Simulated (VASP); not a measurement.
Here is a VASP 6.6.1 calculation.

Contents of INCAR:

```
ALGO = Normal ; DIPOL = 0.5 0.5 0.500
EDIFF = 1E-6 ; ENCUT = 520
GGA = PE ; IDIPOL = 3
ISIF = 2 ; ISMEAR = 0
LASPH = T ; LCHARG = T
LDIPOL = T ; LELF = T
LREAL = F ; LVACPOTAV = T
LVHAR = T ; LWAVE = F
NBANDS = 22 ; NELM = 60
PREC = Accurate ; SIGMA = 0.02
```

KPOINTS

```
k-points
0
Gamma
  9 9 1
```

POSCAR

```
Bi
1.0
    4.3490000000      0.0000000000      0.0000000000
   -2.1745000000      3.7663444811      0.0000000000
    0.0000000000      0.0000000000     28.0000000000
Bi
2
Direct
    0.3333333333      0.6666666667      0.5131964286
    0.6666666667      0.3333333333      0.4868035714
```

Potentials or basis: VASP PAW PBE potentials, release 64 (Bi_d).

Command:

```sh
$ cat potpaw_PBE.64/Bi_d/POTCAR > POTCAR
$ mpirun -np 1 vasp_std > vasp.out
```

Task: Predict the largest force.

Result: 4.126 eV/Å.

Task: What does it give for the work function of the upper face?

Result: 3.82 eV.

Task: What does it give for the band gap on the k mesh?

Result: Zero (bands 15 and 16 overlap by 0.25 eV).

Forces in eV/Å, atoms in the order of the input:
```
Bi   0.000  0.000  4.126
Bi   0.000  0.000 -4.126
```

Caveat: spin-orbit coupling is left out, which moves the levels of the heavy elements.
